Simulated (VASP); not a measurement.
**Sb: single point with PBE0**

Sb:

```
Sb
1.0
     0.00000    2.38695    2.38695
     2.38695    0.00000    2.38695
     2.38695    2.38695    0.00000
Sb
1
Direct
  0.00000 0.00000 0.00000
```

```json
{
 "Program": "VASP 6.6.1",
 "Task": "single point",
 "Functional": "PBE0",
 "Potentials or basis": "VASP PAW PBE potentials, release 64 (Sb)",
 "Cutoff": "520 eV",
 "k mesh": "6 × 6 × 6",
 "Occupations": "fermi-dirac, width 0.05 eV",
 "Spin": "no spin polarisation",
 "Dipole correction": "no",
 "Grid for exact exchange (PRECFOCK)": "Normal",
 "Further INCAR settings": "ALGO = Normal; EDIFF = 1e-06; NBANDS = 8"
}
```

```
Pressure : -3.1 GPa
```

Levels at points of the mesh, in eV from the Fermi level:
| k point | band 1 | band 2 | band 3 | band 4 | band 5 | band 6 |
| --- | --- | --- | --- | --- | --- | --- |
| (0.00, 0.00, 0.00) | -15.04 | 6.05 | 6.05 | 6.05 | 10.69 | 10.69 |
| (0.50, 0.00, 0.00) | -10.86 | -7.27 | 4.23 | 4.23 | 8.85 | 9.81 |
| (0.50, 0.50, 0.00) | -9.04 | -6.24 | 0.49 | 0.49 | 4.57 | 5.03 |

Run time: 5.4 min on 1 thread of AMD EPYC 7R13 Processor (Zen 3), on a shared host, peak memory 0.13 GiB.

Caveat: the k points lie up to 0.38 Å⁻¹ apart; the PAW data sets were made with another functional, which shifts forces and pressure a little; spin-orbit coupling is left out, which moves the levels of the heavy elements.
